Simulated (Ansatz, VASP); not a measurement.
One calculation of Ti, two programs

Contents of INCAR:

```
PREC = Accurate ; ENCUT = 520
EDIFF = 1E-6 ; ISMEAR = 0
SIGMA = 0.15 ; LREAL = False
LASPH = True ; NELM = 80
ALGO = Fast ; ISIF = 2
LWAVE = False ; LCHARG = True
GGA = PS ; LELF = True
LVHAR = True ; NBANDS = 12
```

Contents of KPOINTS:

```
Automatic mesh
0
Gamma
  22 22 22
```

File POSCAR:

```
Ti
1.0
    0.0000000000      1.8086154429      2.5573822363
    1.8086154429      0.0000000000      2.5573822363
    1.8086154429      1.8086154429      0.0000000000
Ti
1
Direct
    0.0000000000      0.0000000000      0.0000000000
```

Input for Ansatz:

```yaml
crystal:
  lattice:
    - [0.0, 1.8086154429, 2.5573822363]
    - [1.8086154429, 0.0, 2.5573822363]
    - [1.8086154429, 1.8086154429, 0.0]
  atoms:
    - { symbol: Ti, position: [0.0, 0.0, 0.0] }
basis:
  ecutwfc: 420
kpoints:
  mp_grid: { grid: [22, 22, 22] }
hamiltonian:
  xc: pbesol
scf:
  occupations: { method: gaussian, width: 0.15 }
output:
  forces: true
  stress: true
  eigenvalues: true
```

Alike in both runs: task single point; functional PBEsol; k mesh 22 × 22 × 22; occupations gaussian, width 0.15 eV; no spin polarisation.

|  | VASP | Ansatz |
| --- | --- | --- |
| version | VASP 6.6.1 | Ansatz 0.2.0 |
| potentials or method | VASP PAW PBE potentials, release 64 (Ti_sv), cutoff 520 eV | scalar-relativistic, plane waves, PAW |
| valence electrons in the cell | 12 | 12 |

```csv
,VASP,Ansatz,Ansatz less VASP
gap on the k mesh at the Fermi level (eV),none,none,-
pressure (GPa),-2.3,-2.1,+0.16
"traceless stress, the component that is largest in VASP (GPa)",-10.09,-10.12,-0.030
```

VASP's potentials were made for PBE, not for PBEsol. A gap of «none» marks a metal or a gap that the smearing closes. With one functional, cell and mesh, what is left measures potentials, basis and numerics.
